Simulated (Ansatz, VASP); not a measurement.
# F: VASP beside Ansatz

```xyz
4
Lattice="3.2199 -1.8506 -0.2483 3.2199 1.8506 -0.2483 -2.4211 0.0000 7.4110" Properties=species:S:1:pos:R:3 pbc="T T T"
F     0.3188    0.0000    0.6545
F     3.6998    0.0000    6.2598
F     1.7925    0.0000    4.1509
F     2.2261    0.0000    2.7634
```

Change from the starting cell: volume 21.523 Å^3 an atom, stretch along a over the lengths across it, relative to the relaxed cell 1.0000.

Alike in both runs: task single point; functional PBEsol; k mesh 4 × 4 × 2; occupations gaussian, width 0.05 eV; no spin polarisation.

|  | VASP | Ansatz |
| --- | --- | --- |
| version | VASP 6.6.1 | Ansatz 0.2.0 |
| potentials or method | VASP PAW PBE potentials, release 64 (F), cutoff 520 eV | scalar-relativistic, plane waves, PAW |
| valence electrons in the cell | 28 | 28 |

```csv
,VASP,Ansatz,Ansatz less VASP
gap on the k mesh at the Fermi level (eV),2.49,2.56,+0.067
least direct gap on the mesh (eV),2.55,2.62,+0.067
pressure (GPa),-3.1,-3.2,-0.17
"traceless stress, the component that is largest in VASP (GPa)",-4.00,-4.98,-0.975
rms of the force components (eV/Å),0.793,0.982,+0.1893
```

VASP's potentials were made for PBE, not for PBEsol. Atom by atom the forces differ by 0.189 eV/Å (rms over components).

The k mesh is coarse, so the values compare programs but aren't converged.
